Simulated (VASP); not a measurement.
Here is a VASP 6.6.1 calculation.

File INCAR:

```
SYSTEM = BN
ALGO     = Normal         ! electronic algorithm
EDIFF    = 1E-6           ! SCF threshold, eV
ENCUT    = 520            ! plane-wave cutoff, eV
GGA      = PE             ! functional
ISIF     = 2              ! what is computed and relaxed
ISMEAR   = 0              ! smearing method
LASPH    = .TRUE.         ! aspherical terms in the spheres
LCHARG   = .TRUE.         ! write CHGCAR
LELF     = .TRUE.         ! ELF
LREAL    = .FALSE.        ! projectors in reciprocal space
LVHAR    = .TRUE.       
LWAVE    = .FALSE.        ! write WAVECAR
NBANDS   = 11             ! bands
NELM     = 100            ! most SCF steps
PREC     = Accurate       ! precision mode
SIGMA    = 0.01           ! smearing width, eV
```

Contents of KPOINTS:

```
k-points
0
G
  6 6 6
  0 0 0
```

Contents of POSCAR:

```
BN
1.0
   -0.0060160848      1.7988093648      1.7988093648
    1.7988093648     -0.0060160848      1.7988093648
    1.7988093648      1.7988093648     -0.0060160848
B N
1 1
Direct
    0.0000000000      0.0000000000      0.0000000000
    0.2500000000      0.2500000000      0.2500000000
```

Potentials or basis: VASP PAW PBE potentials, release 64 (B, N).

Run with:

```bash
$ cat potpaw_PBE.64/B/POTCAR potpaw_PBE.64/N/POTCAR > POTCAR
$ mpirun -np 1 vasp_std > vasp.out
```

Question: Estimate the largest force.

Answer: 0.015 eV/Å.

Question: Predict the pressure.

Answer: 7.1 GPa.

Stress tensor (GPa, compression positive):
```
7.06 1.56 1.56
1.56 7.06 1.56
1.56 1.56 7.06
```

Caveat: the k points lie up to 0.50 Å⁻¹ apart; the cell differs from its parent crystal (strain along [111] -0.5%).
